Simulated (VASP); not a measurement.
# MgCr (Pm-3m) in VASP: single point with PBE

Aim: the single point of MgCr with PBE.

All numbers are computed with VASP 6.6.1; they aren't measurements. Logs are shortened: lines on timing, memory, paths and dates and some standing lists are left out, and cuts for length are marked.

### 1 The cell of the first run

Symmetry: Pm-3m, No. 221, cubic system. Conventional cell: a = 3.324 Å, b = 3.324 Å, c = 3.324 Å, α = 90.00°, β = 90.00°, γ = 90.00°. Within 3.8 Å of Mg (site symmetry m-3m) lie 8 Cr at 2.88 Å and 6 Mg at 3.32 Å. Cr (site symmetry m-3m) has 8 Mg at 2.88 Å and 6 Cr at 3.32 Å within 3.8 Å.

### 2 Single point, PBE, collinear spin, ferromagnetic start

The input, INCAR:

```
SYSTEM = MgCr
PREC = Accurate
ENCUT = 520
EDIFF = 1E-6
ISMEAR = 0
SIGMA = 0.1
LREAL = .False.
LASPH = .True.
NELM = 150
ALGO = Normal
ISIF = 2
LWAVE = .False.
LCHARG = .True.
ISPIN = 2
MAGMOM = 0 3.77
LORBIT = 11
LMAXMIX = 4
GGA = PE
LELF = .True.
LVHAR = .True.
NBANDS = 18
```

The input, KPOINTS:

```
regular mesh
0
Gamma
  16 16 16
  0 0 0
```

The input, POSCAR:

```
MgCr
1.0
    3.3235944705      0.0000000000      0.0000000000
    0.0000000000      3.3235944705      0.0000000000
    0.0000000000      0.0000000000      3.3235944705
Mg Cr
1 1
Direct
    0.0000000000      0.0000000000      0.0000000000
    0.5000000000      0.5000000000      0.5000000000
```

Potentials or basis: VASP PAW PBE potentials, release 64 (Mg, Cr_pv).

Command:

```sh
$ cat potpaw_PBE.64/Mg/POTCAR potpaw_PBE.64/Cr_pv/POTCAR > POTCAR
$ mpirun -np 1 vasp_std > vasp.out
```

OUTCAR:

```text
SYSTEM = MgCr
   PREC = Accurate
   ENCUT = 520
   EDIFF = 1E-6
   ISMEAR = 0
   LREAL = .False.
   LASPH = .True.
   NELM = 150
   ISIF = 2
   ISPIN = 2
   LORBIT = 11
   GGA = PE

 ion  position               nearest neighbor table
   1  0.000  0.000  0.000-   2 2.88   2 2.88   2 2.88   2 2.88   2 2.88   2 2.88   2 2.88   2 2.88

   2  0.500  0.500  0.500-   1 2.88   1 2.88   1 2.88   1 2.88   1 2.88   1 2.88   1 2.88   1 2.88

  LATTYP: Found a simple cubic cell.
 ALAT       =     3.3235944705

  Lattice vectors:

 A1 = (   3.3235944705,   0.0000000000,   0.0000000000)
 A2 = (   0.0000000000,   3.3235944705,   0.0000000000)
 A3 = (   0.0000000000,   0.0000000000,   3.3235944705)

Analysis of symmetry for initial positions (statically):
=====================================================================
 Subroutine PRICEL returns:
 Original cell was already a primitive cell.

 Routine SETGRP: Setting up the symmetry group for a
 simple cubic supercell.

 Subroutine GETGRP returns: Found 48 space group operations
 (whereof 48 operations were pure point group operations)
 out of a pool of 48 trial point group operations.

The static configuration has the point symmetry O_h .

Analysis of symmetry for dynamics (positions and initial velocities):
=====================================================================
 Subroutine PRICEL returns:
 Original cell was already a primitive cell.

 Routine SETGRP: Setting up the symmetry group for a
 simple cubic supercell.

 Subroutine GETGRP returns: Found 48 space group operations
 (whereof 48 operations were pure point group operations)
 out of a pool of 48 trial point group operations.

The dynamic configuration has the point symmetry O_h .

Analysis of structural, dynamic, and magnetic symmetry:
=====================================================================
 Subroutine PRICEL returns:
 Original cell was already a primitive cell.

 Routine SETGRP: Setting up the symmetry group for a
 simple cubic supercell.

 Subroutine GETGRP returns: Found 48 space group operations
 (whereof 48 operations were pure point group operations)
 out of a pool of 48 trial point group operations.

The overall configuration has the point symmetry O_h .

 Subroutine INISYM returns: Found 48 space group operations
 (whereof 48 operations are pure point group operations),
 and found     1 'primitive' translations

[... 115 lines left out ...]
  volume/ion in A,a.u.               =      18.36       123.88
  Fermi-wavevector in a.u.,A,eV,Ry     =   1.187161  2.243408 19.175375  1.409350
  Thomas-Fermi vector in A             =   2.323318
   LORBIT       =     11    0 simple, 1 ext, 2 COOP (PROOUT), +10 PAW based schemes
   GGA     = PE    functional components
   LHFCALC =     F    Hartree Fock is set to
   AEXX    =    0.0000 exact exchange contribution
   IVDW    =     0    specifies the selected vdW correction
   LEPSILON=     F    determine dielectric tensor
   LRPA    =     F    only Hartree local field effects (RPA)
 spin polarized calculation
 Gauss-broadening in eV      SIGMA  =   0.10
  energy-cutoff  :      520.00
  volume of cell :       36.71
 maximum number of plane-waves:      1021
 NGX is ok and might be reduce to    28
   NGX = 13   NGY = 13   NGZ = 13

 number of electron      13.9999992 magnetization       3.8004669

 Free energy of the ion-electron system (eV)
  ---------------------------------------------------
  ext. energy  EPLUGINS =         0.00000000
  ---------------------------------------------------
  free energy    TOTEN  =        -9.87373963 eV

  energy without entropy =       -9.86792737  energy(sigma->0) =       -9.87083350

 E-fermi :   4.6774     XC(G=0): -10.0922

 val. band max:        4.6701735336   @ k =   0.1875   0.0000   0.0000
 cond. band min:       4.6774443704   @ k =   0.4375   0.3750   0.1250
 fundamental gap:      0.0072708368
 Fermi energy:         4.6774395979

 spin component 1

 k-point     1 :       0.0000    0.0000    0.0000
  band No.  band energies     occupation
      1     -39.2083      1.00000
      2     -39.2083      1.00000
      3     -39.2083      1.00000
      4      -2.4590      1.00000
      5       2.6036      1.00000
      6       2.6036      1.00000
[... 493 lines left out ...]
     17      17.6829      0.00000
     18      18.4988      0.00000

 [... further k-points ...]

 spin component 2

 k-point     1 :       0.0000    0.0000    0.0000
  band No.  band energies     occupation
      1     -35.7666      1.00000
      2     -35.7666      1.00000
      3     -35.7666      1.00000
      4      -1.9199      1.00000
      5       4.9847      0.00001
      6       4.9847      0.00001
[... 493 lines left out ...]
     17      18.6592      0.00000
     18      18.9632      0.00000

 [... further k-points ...]

------------------------ aborting loop because EDIFF is reached ----------------------------------------

  FORCE on cell =-STRESS in cart. coord.  units (eV):
  Direction    XX          YY          ZZ          XY          YZ          ZX
  --------------------------------------------------------------------------------------
  -------------------------------------------------------------------------------------
  Total       -0.0117436     -0.0117436     -0.0117436      0.0000000     -0.0000000     -0.0000000
  in kB       -0.5124935     -0.5124935     -0.5124935      0.0000000     -0.0000000     -0.0000000
  external PRESSURE =      -0.5124935 kB  Pullay stress =       0.0000000 kB

 VOLUME and BASIS-vectors are now :
 -----------------------------------------------------------------------------
  energy-cutoff  :      520.00
  volume of cell :       36.71
      direct lattice vectors                 reciprocal lattice vectors
     3.323594470  0.000000000  0.000000000     0.300879066  0.000000000  0.000000000
     0.000000000  3.323594470  0.000000000     0.000000000  0.300879066  0.000000000
     0.000000000  0.000000000  3.323594470     0.000000000  0.000000000  0.300879066

 POSITION                                       TOTAL-FORCE (eV/Angst)
 -----------------------------------------------------------------------------------
      0.00000      0.00000      0.00000         0.000000      0.000000      0.000000
      1.66180      1.66180      1.66180         0.000000      0.000000      0.000000
 -----------------------------------------------------------------------------------
    total drift:                                0.000000      0.000000      0.000000

  FREE ENERGIE OF THE ION-ELECTRON SYSTEM (eV)
  ---------------------------------------------------
  free  energy   TOTEN  =        -9.8737396318 eV

  energy  without entropy=       -9.8679273703  energy(sigma->0) =       -9.87083350

 total charge

# of ion       s       p       d       tot
------------------------------------------
    1        0.218   0.162   0.021   0.401
    2        0.283   6.163   4.084  10.530
--------------------------------------------------
tot          0.502   6.325   4.105  10.932

 magnetization (x)

# of ion       s       p       d       tot
------------------------------------------
    1       -0.027  -0.008   0.007  -0.027
    2        0.031   0.031   3.416   3.477
--------------------------------------------------
tot          0.004   0.023   3.423   3.450
```

Wall time 1.7 min (1 thread of Oxide Virtual Turin-like, shared host); peak memory 0.27 GiB.

Results:

| Property | Result |
| --- | --- |
| Free energy | -9.8737 eV |
| Pressure | -0.1 GPa |
| Net moment | 3.80 μB per cell |
| Site moments | Mg -0.03; Cr +3.48 μB |
| Valence electrons inside the program's atomic spheres | Mg 0.40; Cr 10.53 |
